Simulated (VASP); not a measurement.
# Re (Fd-3m) in VASP: notebook

The runs below take Re through single point, with PBEsol.

Program: VASP 6.6.1. These are calculated values, not measurements. Logs are shortened: lines on timing, memory, paths and dates and some standing lists are left out, and cuts for length are marked.

**1. The cell of the first run**

The structure is cubic, space group Fd-3m (No. 227). The conventional cell has a = 5.519 Å, b = 5.519 Å, c = 5.519 Å, α = 90.00°, β = 90.00°, γ = 90.00°. Re (site symmetry -43m) has 4 Re at 2.39 Å within 3.2 Å.

This isn't the form of Re at room conditions, which is hcp.

**2. Single point, PBEsol (21.02 Å³/atom)**

Contents of INCAR:

```
PREC = Accurate ; ENCUT = 560
EDIFF = 1E-6 ; ISMEAR = -1
SIGMA = 0.1 ; LREAL = False
LASPH = True ; NELM = 120
ALGO = Normal ; ISIF = 2
LWAVE = False ; LCHARG = False
GGA = PS ; NBANDS = 22
GGA_COMPAT = False
```

Contents of KPOINTS:

```
Automatic mesh
0
Gamma
  11 11 11
```

Contents of POSCAR:

```
Re
1.0
    0.0000000000      2.7597105803      2.7597105803
    2.7597105803      0.0000000000      2.7597105803
    2.7597105803      2.7597105803      0.0000000000
Re
2
Direct
    0.1250000000      0.1250000000      0.1250000000
    0.8750000000      0.8750000000      0.8750000000
```

Potentials or basis: VASP PAW PBE potentials, release 64 (Re_sv_GW).

Run with:

```bash
$ cat potpaw_PBE.64/Re_sv_GW/POTCAR > POTCAR
$ mpirun -np 1 vasp_std > vasp.out
```

OUTCAR:

```text
PREC = Accurate
   ENCUT = 560
   EDIFF = 1E-6
   ISMEAR = -1
   LREAL = False
   LASPH = True
   NELM = 120
   ISIF = 2
   GGA = PS

 ion  position               nearest neighbor table
   1  0.125  0.125  0.125-   2 2.39   2 2.39   2 2.39   2 2.39
   2  0.875  0.875  0.875-   1 2.39   1 2.39   1 2.39   1 2.39

  LATTYP: Found a face centered cubic cell.
 ALAT       =     5.5194211606

  Lattice vectors:

 A1 = (   0.0000000000,   2.7597105803,   2.7597105803)
 A2 = (   2.7597105803,   0.0000000000,   2.7597105803)
 A3 = (   2.7597105803,   2.7597105803,   0.0000000000)

Analysis of symmetry for initial positions (statically):
=====================================================================
 Subroutine PRICEL returns:
 Original cell was already a primitive cell.

 Routine SETGRP: Setting up the symmetry group for a
 face centered cubic supercell.

 Subroutine GETGRP returns: Found 48 space group operations
 (whereof 12 operations were pure point group operations)
 out of a pool of 48 trial point group operations.

The static configuration has the point symmetry D_3d.
 The point group associated with its full space group is O_h .

Analysis of symmetry for dynamics (positions and initial velocities):
=====================================================================
 Subroutine PRICEL returns:
 Original cell was already a primitive cell.

 Routine SETGRP: Setting up the symmetry group for a
 face centered cubic supercell.

 Subroutine GETGRP returns: Found 48 space group operations
 (whereof 12 operations were pure point group operations)
 out of a pool of 48 trial point group operations.

The dynamic configuration has the point symmetry D_3d.
 The point group associated with its full space group is O_h .

 Subroutine INISYM returns: Found 48 space group operations
 (whereof 12 operations are pure point group operations),
 and found     1 'primitive' translations

----------------------------------------------------------------------------------------

                                     Primitive cell

  volume of cell :      42.0359

  direct lattice vectors                    reciprocal lattice vectors
     0.000000000  2.759710580  2.759710580    -0.181178419  0.181178419  0.181178419
[... 80 lines left out ...]
   ISPIN  =      1    spin polarized calculation?
   LNONCOLLINEAR =      F non collinear calculations
   LSORBIT =      F    spin-orbit coupling
   LASPH  =      T    aspherical Exc in radial PAW
   ENCUT  =  560.0 eV  41.16 Ry    6.42 a.u.   7.53  7.53  7.53*2*pi/ulx,y,z
   NELM   =    120;   NELMIN=  2; NELMDL= -5     # of ELM steps
   EDIFF  = 0.1E-05   stopping-criterion for ELM
   LREAL  =      F    real-space projection
   EDIFFG = 0.1E-04   stopping-criterion for IOM
   NSW    =      0    number of steps for IOM
   IBRION =     -1    ionic relax: 0-MD 1-quasi-New 2-CG
   NFREE  =      0    steps in history (QN), initial steepest desc. (CG)
   ISIF   =      2    stress and relaxation
   ISYM   =      2    0-nonsym 1-usesym 2-fastsym
   POTIM  = 0.5000    time-step for ionic-motion
   TEBEG  =    0.0;   TEEND  =   0.0 temperature during run
   PSTRESS=    0.0 pullay stress
   NELECT =      30.0000    total number of electrons
   NUPDOWN=      -1.0000    fix difference up-down
   EMIN   =  10.00;   EMAX   =-10.00  energy-range for DOS
   EFERMI =   0.00;   METHOD = LEGACY
   ISMEAR =    -1;   SIGMA  =   0.10  broadening in eV -4-tet -1-fermi 0-gaus
   EFERMI_NEDOS =   21; number of points for ismear=-14 and -15
   IALGO  =     38    algorithm
   IMIX   =      4    mixing-type and parameters
     AMIX     =   0.40;   BMIX     =  1.00
     AMIX_MAG =   1.60;   BMIX_MAG =  1.00
  volume/ion in A,a.u.               =      21.02       141.84
  Fermi-wavevector in a.u.,A,eV,Ry     =   1.462991  2.764652 29.121138  2.140343
  Thomas-Fermi vector in A             =   2.579139
   LORBIT       =      0    0 simple, 1 ext, 2 COOP (PROOUT), +10 PAW based schemes
   GGA     = PS    functional components
   LHFCALC =     F    Hartree Fock is set to
   AEXX    =    0.0000 exact exchange contribution
   IVDW    =     0    specifies the selected vdW correction
   LEPSILON=     F    determine dielectric tensor
   LRPA    =     F    only Hartree local field effects (RPA)
 non-spin polarized calculation
  energy-cutoff  :      560.00
  volume of cell :       42.04
 maximum number of plane-waves:      1295
 NGX is ok and might be reduce to    30
   NGX = 15   NGY = 15   NGZ = 15

 number of electron      30.0000000 magnetization

 Free energy of the ion-electron system (eV)
  ---------------------------------------------------
  ext. energy  EPLUGINS =         0.00000000
  ---------------------------------------------------
  free energy    TOTEN  =       -26.49355587 eV

  energy without entropy =      -26.45528532  energy(sigma->0) =      -26.47442059

 E-fermi :   7.4752     XC(G=0): -11.8490

 val. band max:        7.3800041033   @ k =  -0.4545   0.4545   0.0000
 cond. band min:       7.4853015271   @ k =  -0.3636   0.4545   0.1818
 fundamental gap:      0.1052974238
 Fermi energy:         7.4752481552

 k-point     1 :       0.0000    0.0000    0.0000
  band No.  band energies     occupation
      1     -72.1641      2.00000
      2     -71.7372      2.00000
      3     -34.3694      2.00000
      4     -34.3694      2.00000
      5     -34.3694      2.00000
      6     -33.2419      2.00000
[... 589 lines left out ...]
     21      16.5538      0.00000
     22      18.4412      0.00000

 [... further k-points ...]

------------------------ aborting loop because EDIFF is reached ----------------------------------------

  FORCE on cell =-STRESS in cart. coord.  units (eV):
  Direction    XX          YY          ZZ          XY          YZ          ZX
  --------------------------------------------------------------------------------------
  -------------------------------------------------------------------------------------
  Total        1.5826612      1.5826612      1.5826612     -0.0000000     -0.0000000      0.0000000
  in kB       60.3223037     60.3223037     60.3223037     -0.0000000     -0.0000000      0.0000000
  external PRESSURE =      60.3223037 kB  Pullay stress =       0.0000000 kB

 VOLUME and BASIS-vectors are now :
 -----------------------------------------------------------------------------
  energy-cutoff  :      560.00
  volume of cell :       42.04
      direct lattice vectors                 reciprocal lattice vectors
     0.000000000  2.759710580  2.759710580    -0.181178419  0.181178419  0.181178419
     2.759710580  0.000000000  2.759710580     0.181178419 -0.181178419  0.181178419
     2.759710580  2.759710580  0.000000000     0.181178419  0.181178419 -0.181178419

 POSITION                                       TOTAL-FORCE (eV/Angst)
 -----------------------------------------------------------------------------------
      0.68993      0.68993      0.68993        -0.000000      0.000000     -0.000000
      4.82949      4.82949      4.82949         0.000000     -0.000000      0.000000
 -----------------------------------------------------------------------------------
    total drift:                               -0.000000      0.000000      0.000000

  FREE ENERGIE OF THE ION-ELECTRON SYSTEM (eV)
  ---------------------------------------------------
  free  energy   TOTEN  =       -26.4935558670 eV

  energy  without entropy=      -26.4552853224  energy(sigma->0) =      -26.47442059
```

OSZICAR:

```text
N       E                     dE             d eps       ncg     rms          rms(c)
DAV:   1     0.300548896936E+03    0.30055E+03   -0.20717E+04  2584   0.144E+03
DAV:   2    -0.121879273325E+02   -0.31274E+03   -0.30013E+03  3182   0.416E+02
DAV:   3    -0.274818211056E+02   -0.15294E+02   -0.15121E+02  2910   0.862E+01
[... 32 lines left out ...]
DAV:  36    -0.264935571400E+02   -0.29613E-05   -0.10715E-06  1830   0.742E-03    0.644E-01
DAV:  37    -0.264935548176E+02    0.23224E-05   -0.65417E-07  1694   0.582E-03    0.519E-01
DAV:  38    -0.264935565376E+02   -0.17200E-05   -0.29375E-07  1286   0.423E-03    0.515E-01
DAV:  39    -0.264935554130E+02    0.11245E-05   -0.78660E-08  1268   0.236E-03    0.396E-01
DAV:  40    -0.264935558670E+02   -0.45398E-06   -0.71979E-09  1268   0.553E-04
   1 F= -.26493556E+02 E0= -.26474421E+02  d E =-.382705E-01
```

Wall time 88 s (1 thread of Intel Xeon Platinum 8488C (Sapphire Rapids), shared host); peak memory 0.2 GiB.

Results:

| Item | Value |
| --- | --- |
| Free energy | -26.4936 eV |
| Pressure | 6.0 GPa |
| Band gap on the k mesh | zero (bands 15 and 16 overlap by 1.23 eV) |

Caveat: the cell stands under pressure; the PAW data sets were made with another functional, which shifts forces and pressure a little; spin-orbit coupling is left out, which moves the levels of the heavy elements.

**3. Single point, PBEsol (22.77 Å³/atom)**

This run uses another cell than the first one, of 22.77 Å³/atom.

Contents of INCAR:

```
SYSTEM = Re
PREC = Accurate
ENCUT = 560
EDIFF = 1E-6
ISMEAR = -1
SIGMA = 0.1
LREAL = .False.
LASPH = .True.
NELM = 120
ALGO = Normal
ISIF = 2
LWAVE = .False.
LCHARG = .False.
GGA = PS
NBANDS = 22
GGA_COMPAT = .False.
```

Contents of KPOINTS:

```
Automatic mesh
0
Gamma
  11 11 11
  0 0 0
```

Contents of POSCAR:

```
Re
1.0
    0.0000000000      2.8343332223      2.8343332223
    2.8343332223      0.0000000000      2.8343332223
    2.8343332223      2.8343332223      0.0000000000
Re
2
Direct
    0.1250000000      0.1250000000      0.1250000000
    0.8750000000      0.8750000000      0.8750000000
```

Potentials or basis: VASP PAW PBE potentials, release 64 (Re_sv_GW).

Run with:

```bash
$ cat potpaw_PBE.64/Re_sv_GW/POTCAR > POTCAR
$ mpirun -np 1 vasp_std > vasp.out
```

Run time: 58 s. Hardware: 1 thread of Intel Xeon Platinum 8259CL at 2.50GHz (Skylake/Cascade Lake), shared host; peak memory 0.2 GiB.

The run converged. Its results:

| Quantity | Value |
| --- | --- |
| Free energy | -26.4890 eV |
| Pressure | -9.1 GPa |
| Band gap on the k mesh | zero (bands 15 and 16 overlap by 1.15 eV) |

Levels at points of the mesh, in eV from the Fermi level:
| k point | band 13 | band 14 | band 15 | band 16 | band 17 | band 18 |
| --- | --- | --- | --- | --- | --- | --- |
| (0.00, 0.00, 0.00) | -2.21 | -2.21 | 0.63 | 0.63 | 0.63 | 4.02 |

Caveat: the cell stands under tension; the PAW data sets were made with another functional, which shifts forces and pressure a little; spin-orbit coupling is left out, which moves the levels of the heavy elements.

**4. Single point, PBEsol**

This run uses another cell than the first one, of 21.89 Å³/atom.

Contents of INCAR:

```
SYSTEM = Re
ALGO = Normal ; EDIFF = 1E-6
ENCUT = 560 ; GGA = PS
GGA_COMPAT = .False. ; ISIF = 2
ISMEAR = -1 ; LASPH = .True.
LCHARG = .False. ; LREAL = .False.
LWAVE = .False. ; NBANDS = 22
NELM = 120 ; PREC = Accurate
SIGMA = 0.1
```

Contents of KPOINTS:

```
k-points
0
Gamma
  10 10 10
  0 0 0
```

Contents of POSCAR:

```
Re
1.0
    0.0000000000      2.7975195331      2.7975195331
    2.7975195331      0.0000000000      2.7975195331
    2.7975195331      2.7975195331      0.0000000000
Re
2
Direct
    0.1250000000      0.1250000000      0.1250000000
    0.8750000000      0.8750000000      0.8750000000
```

Run with:

```bash
$ cat potpaw_PBE.64/Re_sv_GW/POTCAR > POTCAR
$ mpirun -np 1 vasp_std > vasp.out
```

Wall time 58 s (1 thread of AMD EPYC 7R13 (Zen 3), shared host); peak memory 0.17 GiB.

The run converged. Its results:

```
Free energy            : -26.5299 eV
Pressure               : -2.3 GPa
Band gap on the k mesh : zero (bands 15 and 16 overlap by 1.24 eV)
```

Levels at points of the mesh, in eV from the Fermi level:
```tsv
k point	band 12	band 13	band 14	band 15	band 16	band 17	band 18	band 19
(0.00, 0.00, 0.00)	-2.25	-2.25	-2.25	0.70	0.70	0.70	4.29	4.29
(0.50, 0.00, 0.00)	-2.77	-2.49	-2.49	-0.89	1.79	1.79	3.40	3.40
(0.50, 0.50, 0.00)	-2.43	-1.94	-1.94	-0.01	-0.01	3.79	3.79	4.72
```

Caveat: the PAW data sets were made with another functional, which shifts forces and pressure a little; spin-orbit coupling is left out, which moves the levels of the heavy elements.

**5. The runs side by side**

| cell | k mesh | gap on the mesh (eV) | pressure (GPa) |
| --- | --- | --- | --- |
| a = 3.903 Å, angles 60.0°, 2 atoms | 11 × 11 × 11 | none | 6.0 |
| a = 4.008 Å, angles 60.0°, 2 atoms | 11 × 11 × 11 | none | -9.1 |
| a = 3.956 Å, angles 60.0°, 2 atoms | 10 × 10 × 10 | none | -2.3 |

Alike in all rows: task single point; level PBEsol; potentials or basis VASP PAW PBE potentials, release 64 (Re_sv_GW); no spin polarisation; cutoff (eV) 560; smearing fermi-dirac 0.1 eV.

Caveats: the PAW data sets were made with another functional, which shifts forces and pressure a little; spin-orbit coupling is left out, which moves the levels of the heavy elements; the cell stands under pressure (at least some runs); the cell stands under tension (at least some runs).

Absolute energies hang on the potentials; compare differences alone.

The gap in the log of VASP goes by the Fermi energy; the results here count the filled bands.